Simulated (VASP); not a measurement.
# InP (I-4m2) in VASP: further runs

Runs on InP. Level: r2SCAN. Tasks: single point.

Program: VASP 6.6.1. These are calculated values, not measurements. Logs are shortened: lines on timing, memory, paths and dates and some standing lists are left out, and cuts for length are marked.

## 1. The cell of the first run

Symmetry: I-4m2, No. 119, tetragonal system. The conventional cell has a = 4.156 Å, b = 4.156 Å, c = 5.939 Å, α = 90.00°, β = 90.00°, γ = 90.00°. In (site symmetry -4m2) has 4 P at 2.55 Å within 3.4 Å. Within 3.4 Å of P (site symmetry -4m2) lie 4 In at 2.55 Å.

## 2. Single point, r2SCAN (in-plane strain -0.005, then relaxed in part)

POSCAR reads:

```
InP
1.0
    2.9388998720      2.9388998720      0.0000000000
   -2.9388998720      2.9388998720      0.0000000000
    0.0000000000      2.9388998720      2.9696740701
In P
1 1
Direct
    0.0000000000      0.0000000000      0.0000000000
    0.7500000000      0.2500000000      0.5000000000
```

INCAR.step1 reads:

```
SYSTEM = InP
ALGO = Normal
EDIFF = 1E-4
ENCUT = 520
GGA = PE
ISMEAR = 0
LASPH = .True.
LCHARG = .False.
LREAL = .False.
LWAVE = .True.
NBANDS = 16
NELM = 60
PREC = Accurate
SIGMA = 0.01
```

INCAR.step2 reads:

```
SYSTEM = InP
ALGO = Normal
EDIFF = 1E-7
ENCUT = 520
ISIF = 2
ISMEAR = 0
ISTART = 1
LASPH = .True.
LCHARG = .False.
LMIXTAU = .True.
LREAL = .False.
LWAVE = .False.
METAGGA = R2SCAN
NBANDS = 16
NELM = 60
PREC = Accurate
SIGMA = 0.01
```

KPOINTS reads:

```
k-points
0
Gamma
  8 8 8
  0 0 0
```

Potentials or basis: VASP PAW PBE potentials, release 64 (In_d, P).

Launch:

```console
$ cat potpaw_PBE.64/In_d/POTCAR potpaw_PBE.64/P/POTCAR > POTCAR
$ cp INCAR.step1 INCAR
$ mpirun -np 1 vasp_std > vasp.out
$ cp INCAR.step2 INCAR
$ mpirun -np 1 vasp_std > vasp.out
```

OUTCAR:

```text
SYSTEM = InP
   EDIFF = 1E-7
   ENCUT = 520
   ISIF = 2
   ISMEAR = 0
   ISTART = 1
   LASPH = .True.
   LREAL = .False.
   METAGGA = R2SCAN
   NELM = 60
   PREC = Accurate

 ion  position               nearest neighbor table
   1  0.000  0.000  0.000-   2 2.55   2 2.55   2 2.55   2 2.55
   2  0.750  0.250  0.500-   1 2.55   1 2.55   1 2.55   1 2.55

  LATTYP: Found a body centered tetragonal cell.
 ALAT       =     4.1562320574
 C/A-ratio  =     1.4290222630

  Lattice vectors:

 A1 = (   2.9388998720,   0.0000000000,  -2.9696740701)
 A2 = (  -2.9388998720,   0.0000000000,  -2.9696740701)
 A3 = (   0.0000000000,   2.9388998720,   2.9696740701)

Analysis of symmetry for initial positions (statically):
=====================================================================
 Subroutine PRICEL returns:
 Original cell was already a primitive cell.

 Routine SETGRP: Setting up the symmetry group for a
 body centered tetragonal supercell.

 Subroutine GETGRP returns: Found  8 space group operations
 (whereof  8 operations were pure point group operations)
 out of a pool of 16 trial point group operations.

The static configuration has the point symmetry D_2d.

Analysis of symmetry for dynamics (positions and initial velocities):
=====================================================================
 Subroutine PRICEL returns:
 Original cell was already a primitive cell.

 Routine SETGRP: Setting up the symmetry group for a
 body centered tetragonal supercell.

 Subroutine GETGRP returns: Found  8 space group operations
 (whereof  8 operations were pure point group operations)
 out of a pool of 16 trial point group operations.

The dynamic configuration has the point symmetry D_2d.

 Subroutine INISYM returns: Found  8 space group operations
 (whereof  8 operations are pure point group operations),
 and found     1 'primitive' translations

----------------------------------------------------------------------------------------

                                     Primitive cell

  volume of cell :      51.2989

  direct lattice vectors                    reciprocal lattice vectors
     2.938899872  2.938899872  0.000000000     0.170131689  0.170131689 -0.168368645
    -2.938899872  2.938899872  0.000000000    -0.170131689  0.170131689 -0.168368645
     0.000000000  2.938899872  2.969674070     0.000000000  0.000000000  0.336737290

  length of vectors
     4.156232057  4.156232057  4.178049370     0.293662364  0.293662364  0.336737290
[... 75 lines left out ...]
   ISPIN  =      1    spin polarized calculation?
   LNONCOLLINEAR =      F non collinear calculations
   LSORBIT =      F    spin-orbit coupling
   LASPH  =      T    aspherical Exc in radial PAW
   ENCUT  =  520.0 eV  38.22 Ry    6.18 a.u.   7.73  7.73  7.77*2*pi/ulx,y,z
   NELM   =     60;   NELMIN=  2; NELMDL=  0     # of ELM steps
   EDIFF  = 0.1E-06   stopping-criterion for ELM
   LREAL  =      F    real-space projection
   EDIFFG = 0.1E-05   stopping-criterion for IOM
   NSW    =      0    number of steps for IOM
   IBRION =     -1    ionic relax: 0-MD 1-quasi-New 2-CG
   NFREE  =      0    steps in history (QN), initial steepest desc. (CG)
   ISIF   =      2    stress and relaxation
   ISYM   =      2    0-nonsym 1-usesym 2-fastsym
   POTIM  = 0.5000    time-step for ionic-motion
   TEBEG  =    0.0;   TEEND  =   0.0 temperature during run
   PSTRESS=    0.0 pullay stress
   NELECT =      18.0000    total number of electrons
   NUPDOWN=      -1.0000    fix difference up-down
   EMIN   =  10.00;   EMAX   =-10.00  energy-range for DOS
   EFERMI =   0.00;   METHOD = LEGACY
   ISMEAR =     0;   SIGMA  =   0.01  broadening in eV -4-tet -1-fermi 0-gaus
   EFERMI_NEDOS =   21; number of points for ismear=-14 and -15
   IALGO  =     38    algorithm
   IMIX   =      4    mixing-type and parameters
     AMIX     =   0.40;   BMIX     =  1.00
     AMIX_MAG =   1.60;   BMIX_MAG =  1.00
  volume/ion in A,a.u.               =      25.65       173.09
  Fermi-wavevector in a.u.,A,eV,Ry     =   1.154683  2.182035 18.140559  1.333293
  Thomas-Fermi vector in A             =   2.291318
   LORBIT       =      0    0 simple, 1 ext, 2 COOP (PROOUT), +10 PAW based schemes
   METAGGA = R2SCAN    functional components
   LHFCALC =     F    Hartree Fock is set to
   AEXX    =    0.0000 exact exchange contribution
   IVDW    =     0    specifies the selected vdW correction
   LEPSILON=     F    determine dielectric tensor
   LRPA    =     F    only Hartree local field effects (RPA)
 non-spin polarized calculation
 Gauss-broadening in eV      SIGMA  =   0.01
  energy-cutoff  :      520.00
  volume of cell :       51.30
 maximum number of plane-waves:      1399
   NGX = 15   NGY = 15   NGZ = 15

 number of electron      18.0000008 magnetization

 Free energy of the ion-electron system (eV)
  ---------------------------------------------------
  ext. energy  EPLUGINS =         0.00000000
  ---------------------------------------------------
  free energy    TOTEN  =       -32.29669842 eV

  energy without entropy =      -32.29669842  energy(sigma->0) =      -32.29669842

 E-fermi :   4.8933     XC(G=0):  -9.7928

 val. band max:        4.8221716131   @ k =   0.0000   0.0000   0.0000
 cond. band min:       5.8621424121   @ k =   0.0000   0.0000   0.0000
 fundamental gap:      1.0399707989
 Fermi energy:         4.8933380241

 k-point     1 :       0.0000    0.0000    0.0000
  band No.  band energies     occupation
      1      -9.8180      2.00000
      2      -9.8135      2.00000
      3      -9.8135      2.00000
      4      -9.6468      2.00000
      5      -9.6452      2.00000
      6      -7.0624      2.00000
[... 433 lines left out ...]
      3      -9.7786      2.00000
      4      -9.6503      2.00000
      5      -9.6359      2.00000
      6      -6.0087      2.00000
[... 8 lines left out ...]
     15      14.9929      0.00000
     16      15.6196      0.00000

 [... further k-points ...]
[... 5 lines left out ...]
  --------------------------------------------------------------------------------------
  -------------------------------------------------------------------------------------
  Total        0.1107795      0.1107795     -0.0421660      0.0000000      0.0000000     -0.0000000
  in kB        3.4598845      3.4598845     -1.3169347      0.0000000      0.0000000     -0.0000000
  external PRESSURE =       1.8676114 kB  Pullay stress =       0.0000000 kB

 VOLUME and BASIS-vectors are now :
 -----------------------------------------------------------------------------
  energy-cutoff  :      520.00
  volume of cell :       51.30
      direct lattice vectors                 reciprocal lattice vectors
     2.938899872  2.938899872  0.000000000     0.170131689  0.170131689 -0.168368645
    -2.938899872  2.938899872  0.000000000    -0.170131689  0.170131689 -0.168368645
     0.000000000  2.938899872  2.969674070     0.000000000  0.000000000  0.336737290

 POSITION                                       TOTAL-FORCE (eV/Angst)
 -----------------------------------------------------------------------------------
      0.00000      0.00000      0.00000         0.000000      0.000000      0.000000
      1.46945      4.40835      1.48484        -0.000000     -0.000000      0.000000
 -----------------------------------------------------------------------------------
    total drift:                                0.000007     -0.000000      0.000000

  FREE ENERGIE OF THE ION-ELECTRON SYSTEM (eV)
  ---------------------------------------------------
  free  energy   TOTEN  =       -32.2966984166 eV

  energy  without entropy=      -32.2966984166  energy(sigma->0) =      -32.29669842
```

OUTCAR.step1:

```text
SYSTEM = InP
   EDIFF = 1E-4
   ENCUT = 520
   GGA = PE
   ISMEAR = 0
   LASPH = .True.
   LREAL = .False.
[... 677 lines left out ...]
      0.00000      0.00000      0.00000         0.000000      0.000000      0.000000
      1.46945      4.40835      1.48484        -0.000000     -0.000000      0.000000
 -----------------------------------------------------------------------------------
    total drift:                                0.000001     -0.000000      0.000000

  FREE ENERGIE OF THE ION-ELECTRON SYSTEM (eV)
  ---------------------------------------------------
  free  energy   TOTEN  =        -8.3961788455 eV

  energy  without entropy=       -8.3961788455  energy(sigma->0) =       -8.39617885
```

Run time: 3.8 min. Hardware: 1 thread of Intel Xeon Platinum 8259CL at 2.50GHz (Skylake/Cascade Lake), shared host; peak memory 0.21 GiB.

Results:

```yaml
Free_energy: -32.2967 eV
Pressure: 0.2 GPa
Band_gap_on_the_k_mesh: 1.04 eV, direct
```

Stress tensor (GPa, compression positive):
```
 0.35  0.00  0.00
 0.00  0.35  0.00
 0.00  0.00 -0.13
```

Levels at points of the mesh, in eV from the valence-band top:
| k point | band 5 | band 6 | band 7 | band 8 | band 9 | band 10 | band 11 | band 12 | band 13 | band 14 |
| --- | --- | --- | --- | --- | --- | --- | --- | --- | --- | --- |
| (0.00, 0.00, 0.00) | -14.47 | -11.88 | -0.05 | 0.00 | 0.00 | 1.04 | 4.42 | 4.42 | 4.44 | 9.01 |
| (0.50, 0.00, 0.00) | -14.45 | -10.14 | -5.79 | -1.03 | -0.96 | 1.80 | 5.11 | 5.18 | 7.49 | 9.98 |
| (0.50, 0.50, 0.00) | -14.43 | -9.47 | -5.79 | -2.38 | -2.38 | 2.00 | 2.50 | 9.77 | 10.13 | 10.18 |
| (0.00, 0.00, 0.50) | -14.44 | -9.51 | -5.85 | -2.32 | -2.32 | 2.06 | 2.60 | 9.67 | 10.17 | 10.17 |

Caveat: the cell differs from its parent crystal (in-plane strain -0.005, then relaxed in part); the PAW data sets were made with another functional, which shifts forces and pressure a little; spin-orbit coupling is left out, which moves the levels of the heavy elements.

## 3. Single point, r2SCAN (film at in-plane strain -0.005)

POSCAR is that of step 2.

INCAR.step1 reads:

```
  PREC = Accurate
  ENCUT = 520
  ISMEAR = 0
  SIGMA = 0.01
  LREAL = F
  LASPH = T
  NELM = 80
  NBANDS = 16
  GGA = PE
  ALGO = Normal
  EDIFF = 1E-4
  LWAVE = T
  LCHARG = F
```

INCAR.step2 reads:

```
  PREC = Accurate
  ENCUT = 520
  EDIFF = 1E-7
  ISMEAR = 0
  SIGMA = 0.01
  LREAL = F
  LASPH = T
  NELM = 80
  ALGO = Normal
  ISIF = 2
  LWAVE = F
  LCHARG = F
  METAGGA = R2SCAN
  LMIXTAU = T
  NBANDS = 16
  ISTART = 1
```

KPOINTS reads:

```
Automatic mesh
0
Gamma
  8 8 8
```

Potentials or basis: VASP PAW PBE potentials, release 64 (In_d, P).

Launch:

```console
$ cat potpaw_PBE.64/In_d/POTCAR potpaw_PBE.64/P/POTCAR > POTCAR
$ cp INCAR.step1 INCAR
$ mpirun -np 1 vasp_std > vasp.out
$ cp INCAR.step2 INCAR
$ mpirun -np 1 vasp_std > vasp.out
```

Run time: 2.9 min. Hardware: 1 thread of Intel Xeon Platinum 8259CL at 2.50GHz (Skylake/Cascade Lake), shared host; peak memory 0.21 GiB.

Results (log left out):

```yaml
Free_energy: -32.2967 eV
Pressure: 0.2 GPa
Band_gap_on_the_k_mesh: 1.04 eV, direct
```

Stress tensor (GPa, compression positive):
```
 0.35  0.00  0.00
 0.00  0.35  0.00
 0.00  0.00 -0.13
```

Levels at points of the mesh, in eV from the valence-band top:
```tsv
k point	band 6	band 7	band 8	band 9	band 10	band 11	band 12	band 13
(0.00, 0.00, 0.00)	-11.88	-0.05	0.00	0.00	1.04	4.42	4.42	4.44
(0.50, 0.00, 0.00)	-10.14	-5.79	-1.03	-0.96	1.80	5.11	5.18	7.49
(0.50, 0.50, 0.00)	-9.47	-5.79	-2.38	-2.38	2.00	2.50	9.77	10.13
(0.00, 0.00, 0.50)	-9.51	-5.85	-2.32	-2.32	2.06	2.60	9.67	10.17
```

Caveat: the cell differs from its parent crystal (film at in-plane strain -0.005); the PAW data sets were made with another functional, which shifts forces and pressure a little; spin-orbit coupling is left out, which moves the levels of the heavy elements.
